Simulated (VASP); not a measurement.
A run of VASP 6.6.1:

File INCAR:

```
ALGO = Fast
EDIFF = 1E-6
EDIFFG = -0.01
ENCUT = 600
GGA = PE
IBRION = 2
ISIF = 3
ISMEAR = 0
LASPH = True
LCHARG = False
LREAL = False
LWAVE = False
NELM = 100
NSW = 100
PREC = Accurate
SIGMA = 0.1
```

File KPOINTS:

```
k-points
0
Gamma
  8 8 4
```

POSCAR

```
Bi3Te2S
1.0
    5.4296698529      0.0000000000      0.0000000000
    0.0000000000      5.4296698529      0.0000000000
    0.0000000000      0.0000000000      9.0963685123
Bi Te S
3 2 1
Direct
    0.5000000000      0.0000000000      0.5666636270
    0.0000000000      0.5000000000      0.5666636270
    0.5000000000      0.5000000000      0.7467845065
    0.0000000000      0.0000000000      0.1239769841
    0.0000000000      0.0000000000      0.7589940986
    0.0000000000      0.0000000000      0.3867996768
```

Potentials or basis: VASP PAW PBE potentials, release 64 (Bi_d, Te, S).

Command:

```console
$ cat potpaw_PBE.64/Bi_d/POTCAR potpaw_PBE.64/Te/POTCAR potpaw_PBE.64/S/POTCAR > POTCAR
$ mpirun -np 1 vasp_std > vasp.out
```

Hardware: 1 thread of Oxide Virtual Turin-like Processor, with other jobs on the host.

Question: Estimate the wall time of this run.

Answer: It took 68 min on 1 thread of Oxide Virtual Turin-like Processor, on a shared host, peak memory 0.8 GiB. Counts: scf iterations 114, k points 45, ion steps 16.
